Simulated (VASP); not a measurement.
Write the native input for VASP 6.6.1 that does the following.

```
Task                   : single point
Functional             : r2SCAN
Potentials or basis    : VASP PAW PBE potentials, release 64 (B, N)
Cutoff                 : 660 eV
k mesh                 : 7 × 7 × 7
Occupations            : gaussian, width 0.01 eV
Spin                   : no spin polarisation
Dipole correction      : no
Further INCAR settings : ALGO = Normal; EDIFF = 1e-06; NBANDS = 11
```

The system is BN (Qingsongite).

```
B N
1.0
     0.00000    1.80487    1.80487
     1.80487    0.00000    1.80487
     1.80487    1.80487    0.00000
B N
1 1
Direct
  0.00000 0.00000 0.00000
  0.25000 0.25000 0.25000
```

These files were run (other wordings do the same):

POSCAR

```
BN
1.0
    0.0000000000      1.8048715864      1.8048715864
    1.8048715864      0.0000000000      1.8048715864
    1.8048715864      1.8048715864      0.0000000000
B N
1 1
Direct
    0.0000000000      0.0000000000      0.0000000000
    0.2500000000      0.2500000000      0.2500000000
```

INCAR.step1

```
SYSTEM = BN
ALGO = Normal ; EDIFF = 1E-5
ENCUT = 660 ; GGA = PE
GGA_COMPAT = .FALSE. ; ISMEAR = 0
LASPH = .TRUE. ; LCHARG = .FALSE.
LREAL = .FALSE. ; LWAVE = .TRUE.
NBANDS = 11 ; NELM = 120
PREC = Accurate ; SIGMA = 0.01
```

INCAR.step2

```
SYSTEM = BN
ALGO = Normal ; EDIFF = 1E-6
ENCUT = 660 ; GGA_COMPAT = .FALSE.
ISIF = 2 ; ISMEAR = 0
ISTART = 1 ; LASPH = .TRUE.
LCHARG = .FALSE. ; LMIXTAU = .TRUE.
LREAL = .FALSE. ; LWAVE = .FALSE.
METAGGA = R2SCAN ; NBANDS = 11
NELM = 120 ; PREC = Accurate
SIGMA = 0.01
```

KPOINTS

```
k-points
0
G
  7 7 7
  0 0 0
```

Potentials or basis: VASP PAW PBE potentials, release 64 (B, N).

Launch:

```sh
$ cat potpaw_PBE.64/B/POTCAR potpaw_PBE.64/N/POTCAR > POTCAR
$ cp INCAR.step1 INCAR
$ mpirun -np 1 vasp_std > vasp.out
$ cp INCAR.step2 INCAR
$ mpirun -np 1 vasp_std > vasp.out
```

Results of the run:

The pressure is 1.2 GPa and the band gap on the k mesh is 5.25 eV, indirect (least direct gap 9.55 eV).

Caveat: the k points lie up to 0.43 Å⁻¹ apart; the PAW data sets were made with another functional, which shifts forces and pressure a little.

It took 26 s on 1 thread of Intel Xeon 8259CL, with other jobs on the host, peak memory 0.14 GiB.
